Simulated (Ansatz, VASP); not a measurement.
**Au: VASP beside Ansatz**

```
CELL_PARAMETERS angstrom
-1.62107 1.62107 1.62107
1.62107 -1.62107 1.62107
3.24215 3.24215 0.00000
ATOMIC_POSITIONS crystal
Au 0.94217 0.94217 0.00000
Au 0.55783 0.55783 0.50000
```

Change from the starting cell: mode 5 (92.8 1/cm) frozen in, largest displacement +0.188 Å.

Alike in both runs: task single point; functional PBEsol; k mesh 22 × 22 × 14; occupations gaussian, width 0.15 eV; no spin polarisation.

|  | VASP | Ansatz |
| --- | --- | --- |
| version | VASP 6.6.1 | Ansatz 0.2.0 |
| potentials or method | VASP PAW PBE potentials, release 64 (Au), cutoff 520 eV | scalar-relativistic, plane waves, PAW |
| valence electrons in the cell | 22 | 38 |

|  | VASP | Ansatz | Ansatz less VASP |
| --- | --- | --- | --- |
| gap on the k mesh at the Fermi level (eV) | none | none | - |
| pressure (GPa) | 4.8 | 5.1 | +0.27 |
| traceless stress, the component that is largest in VASP (GPa) | 7.05 | 7.08 | +0.023 |
| rms of the force components (eV/Å) | 0.667 | 0.670 | +0.0029 |

VASP's potentials were made for PBE, not for PBEsol. Atom by atom the forces differ by 0.003 eV/Å (rms over components). A gap of «none» marks a metal or a gap that the smearing closes. VASP's potentials hold 22 valence electrons a cell and Ansatz's 38, so a difference there can come from the potentials and not from the codes.

Spin-orbit coupling is off throughout.
